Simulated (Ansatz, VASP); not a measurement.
Two plane-wave programs on Ni

The input INCAR:

```
SYSTEM = Ni
ALGO = Normal
EDIFF = 1E-6
ENCUT = 520
GGA = PE
ISIF = 2
ISMEAR = -1
ISPIN = 2
ISYM = 0
LASPH = .True.
LCHARG = .True.
LELF = .True.
LMAXMIX = 4
LORBIT = 11
LREAL = .False.
LVHAR = .True.
LWAVE = .False.
MAGMOM = 2 2
NBANDS = 21
NELM = 150
PREC = Accurate
SIGMA = 0.1
```

KPOINTS

```
k-points
0
Gamma
  12 6 12
  0 0 0
```

The input POSCAR:

```
Ni
1.0
    0.0000000000      1.7780000000      1.7780000000
    3.5560000000      0.0000000000      3.5560000000
    1.7780000000      1.7780000000      0.0000000000
Ni
2
Direct
    0.0000000000      0.0000000000      0.0000000000
    0.0000000000      0.5000000000      0.0000000000
```

Input for Ansatz:

```yaml
crystal:
  lattice:
    - [0.0, 1.778, 1.778]
    - [3.556, 0.0, 3.556]
    - [1.778, 1.778, 0.0]
  atoms:
    - { symbol: Ni, position: [0.0, 0.0, 0.0], spin: 2.0 }
    - { symbol: Ni, position: [0.0, 0.5, 0.0], spin: 2.0 }
  symmetry: { detect: false, time_reversal: true }
magnetization:
  spin_polarized: true
hamiltonian:
  xc: pbe
  pseudopotentials: { kind: paw }
basis:
  ecutwfc: 420
kpoints:
  mp_grid: { grid: [12, 6, 12] }
scf:
  occupations: { method: fermi_dirac, width: 0.1 }
  lower_state_search: "off"
output:
  forces: true
  stress: true
```

Alike in both runs: task single point; functional PBE; k mesh 12 × 6 × 12; occupations fermi-dirac, width 0.1 eV; collinear spin.

|  | VASP | Ansatz |
| --- | --- | --- |
| version | VASP 6.6.1 | Ansatz 0.2.0 |
| potentials or method | VASP PAW PBE potentials, release 64 (Ni), cutoff 520 eV | PAW, plane waves, scalar-relativistic |
| valence electrons in the cell | 20 | 36 |

|  | VASP | Ansatz | Ansatz less VASP |
| --- | --- | --- | --- |
| pressure (GPa) | -5.3 | -5.3 | +0.03 |
| net moment per atom (μB) | 0.64 | 0.66 | +0.017 |
| size of the moment on the site where the two differ most (μB) | 0.66 | 0.70 | +0.044 |

Site moments also hang on the region over which each program counts them. With one functional, cell and mesh, what is left measures potentials, basis and numerics. VASP's potentials hold 20 valence electrons a cell and Ansatz's 36, so a difference there can come from the potentials and not from the codes.
